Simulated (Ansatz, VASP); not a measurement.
**Two plane-wave programs on Re**

POSCAR

```
Re
1.0
    0.0000000000      2.1455348132      1.6735171543
    2.1455348132      0.0000000000      1.6735171543
    2.1455348132      2.1455348132      0.0000000000
Re
1
Direct
    0.0000000000      0.0000000000      0.0000000000
```

INCAR.step1

```
PREC = Accurate
ENCUT = 520
ISMEAR = 0
SIGMA = 0.15
LREAL = F
LASPH = T
NELM = 60
NBANDS = 10
GGA = PE
ALGO = Normal
EDIFF = 1E-4
LWAVE = T
LCHARG = F
```

File INCAR.step2:

```
PREC = Accurate
ENCUT = 520
EDIFF = 1E-6
ISMEAR = 0
SIGMA = 0.15
LREAL = F
LASPH = T
NELM = 60
ALGO = Normal
ISIF = 2
LWAVE = F
LCHARG = F
METAGGA = R2SCAN
LMIXTAU = T
NBANDS = 10
ISTART = 1
```

File KPOINTS:

```
Automatic mesh
0
Gamma
  22 22 22
```

Input for Ansatz:

```yaml
crystal:
  lattice:
    - [0.0, 2.1455348132, 1.6735171543]
    - [2.1455348132, 0.0, 1.6735171543]
    - [2.1455348132, 2.1455348132, 0.0]
  atoms:
    - { symbol: Re, position: [0.0, 0.0, 0.0] }
basis:
  ecutwfc: 500
kpoints:
  mp_grid: { grid: [22, 22, 22] }
hamiltonian:
  xc: r2scan
scf:
  occupations: { method: gaussian, width: 0.15 }
output:
  forces: true
  stress: true
  eigenvalues: true
```

Alike in both runs: task single point; functional r2SCAN; k mesh 22 × 22 × 22; occupations gaussian, width 0.15 eV; no spin polarisation.

```csv
,VASP,Ansatz
version,VASP 6.6.1,Ansatz 0.2.0
potentials or method,"VASP PAW PBE potentials, release 64 (Re), cutoff 520 eV","scalar-relativistic, plane waves, PAW"
valence electrons in the cell,7,15
```

Ansatz gave:

* gap on the k mesh at the Fermi level (eV): none
* pressure (GPa): -12.7
* traceless stress, the component that is largest in VASP (GPa): 2.39

Problem. Which values does VASP return?

Solution. gap on the k mesh at the Fermi level (eV): none; pressure (GPa): -12.9; traceless stress, the component that is largest in VASP (GPa): 3.03.

VASP's potentials were made for PBE, not for r2SCAN. A gap of «none» marks a metal or a gap that the smearing closes. The functional is the same, so the differences come from potentials, cutoffs and numerics. VASP's potentials hold 7 valence electrons a cell and Ansatz's 15, so a difference there can come from the potentials and not from the codes.

Spin-orbit coupling is off throughout.
